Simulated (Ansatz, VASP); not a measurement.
# Si in VASP and in Ansatz

```
Si
1.0
    -1.52755    1.52755    1.52755
     1.52755   -1.52755    1.52755
     1.52755    1.52755   -1.52755
Si
1
Direct
  0.00000 0.00000 0.00000
```

Alike in both runs: functional PBEsol; k mesh 26 × 26 × 26; occupations gaussian, width 0.1 eV; no spin polarisation.

Ansatz relaxed the structure, and its values are those at the end. VASP's run is a single point on that final structure, the one shown.

```csv
,VASP,Ansatz
version,VASP 6.6.1,Ansatz 0.2.0
potentials or method,"VASP PAW PBE potentials, release 64 (Si), cutoff 520 eV","scalar-relativistic, plane waves, PAW"
valence electrons in the cell,4,4
```

```tsv
	VASP	Ansatz	Ansatz less VASP
gap on the k mesh at the Fermi level (eV)	none	none	-
pressure (GPa)	0.2	0.0	-0.15
```

VASP's potentials were made for PBE, not for PBEsol. A gap of «none» marks a metal or a gap that the smearing closes.
